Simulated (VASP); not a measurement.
# Cr: single point with revPBE

The system is Cr.

```
Cr
1.0
     2.54257    0.00000    0.00000
    -1.27128    2.20193    0.00000
     0.00000    0.00000    8.97842
Cr
4
Direct
  0.00000 0.00000 0.00000
  0.00000 0.00000 0.50000
  0.33333 0.66667 0.25000
  0.66667 0.33333 0.75000
```

This isn't the form of Cr at room conditions, which is bcc.

```yaml
Program: VASP 6.6.1
Task: single point
Functional: revPBE
Potentials_or_basis: VASP PAW PBE potentials, release 64 (Cr_pv)
Cutoff: 500 eV
k_mesh: 16 × 16 × 4
Occupations: fermi-dirac, width 0.05 eV
Spin: collinear spin, antiferromagnetic start
Starting_moments: "[1.5, 1.5, -1.5, -1.5] μB"
```

```
Pressure                                              : -8.7 GPa
Band gap on the k mesh                                : zero (filled and empty bands overlap)
Net moment                                            : 0.00 μB per cell
Valence electrons inside the program's atomic spheres : Cr 10.92, 10.91 (each value once)
```

Stress tensor (GPa, compression positive):
```
-8.86  0.00  0.00
 0.00 -8.86  0.00
 0.00  0.00 -8.24
```

Levels at points of the mesh, in eV from the Fermi level:
Spin up:
| k point | band 22 | band 23 | band 24 | band 25 | band 26 | band 27 |
| --- | --- | --- | --- | --- | --- | --- |
| (0.00, 0.00, 0.00) | -0.31 | -0.31 | -0.18 | -0.16 | -0.16 | -0.07 |
| (0.50, 0.00, 0.00) | -0.30 | -0.17 | 0.86 | 0.86 | 1.60 | 2.12 |
| (0.00, 0.00, 0.50) | -0.33 | -0.33 | -0.33 | -0.16 | -0.16 | -0.16 |
| (0.50, 0.00, 0.50) | 0.07 | 0.11 | 0.11 | 0.58 | 0.58 | 1.74 |
Spin down:
```csv
k point,band 20,band 21,band 22,band 23,band 24,band 25,band 26,band 27,band 28,band 29
"(0.00, 0.00, 0.00)",-0.39,-0.39,-0.31,-0.31,-0.18,-0.16,-0.16,-0.07,-0.07,1.07
"(0.50, 0.00, 0.00)",-1.34,-0.72,-0.30,-0.17,0.86,0.86,1.60,2.12,2.15,2.37
"(0.00, 0.00, 0.50)",-1.00,-0.33,-0.33,-0.33,-0.33,-0.16,-0.16,-0.16,-0.16,1.23
"(0.50, 0.00, 0.50)",-1.46,0.07,0.07,0.11,0.11,0.58,0.58,1.74,1.74,2.58
```

It took 11 min on 1 thread of Oxide Virtual Turin-like Processor, with other jobs on the host, peak memory 0.29 GiB.

Caveat: the cell stands under tension; the moments typed at the start vanished in this run; the PAW data sets were made with another functional, which shifts forces and pressure a little.
